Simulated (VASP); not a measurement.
Runs of VASP 6.6.1 on TiC. The structure is that of space group Fm-3m (No. 225), or close to it. The cells are those of the table. 

```csv
task,level,potentials or basis,cell,cutoff (eV),gap on the mesh (eV),pressure (GPa),relaxed volume (Å³/atom)
single point,r2SCAN,"VASP PAW PBE potentials, release 64 (Ti_sv, C)","a = 3.036 Å, angles 60.0°, 2 atoms",520,none,(a),-
single point,PBEsol,"VASP PAW PBE potentials, release 64 (Ti_sv, C)","a = 3.036 Å, angles 60.0°, 2 atoms",520,none,0.3,-
relaxation of cell and atoms,LDA,"VASP PAW LDA potentials, release 64 (Ti_sv, C)","relaxed from a = 3.054 Å, angles 60.0°, 2 atoms",600,none,0.1,9.69
relaxation of cell and atoms,PBEsol,"VASP PAW PBE potentials, release 64 (Ti_sv, C)","relaxed from a = 3.054 Å, angles 60.0°, 2 atoms",600,none,0.0,9.90
single point,LDA,"VASP PAW LDA potentials, release 64 (Ti_sv, C)","a = 3.013 Å, angles 60.0°, 2 atoms",520,none,(b),-
```

Alike in all rows: no spin polarisation; k mesh 12 × 12 × 12; smearing gaussian 0.1 eV.

Question: Fill in the values left out.

Answer: (a) 7.7; (b) 0.7.

Caveats: the PAW data sets were made with another functional, which shifts forces and pressure a little (some runs).

A gap of «none» marks levels without a gap at the run's occupations.
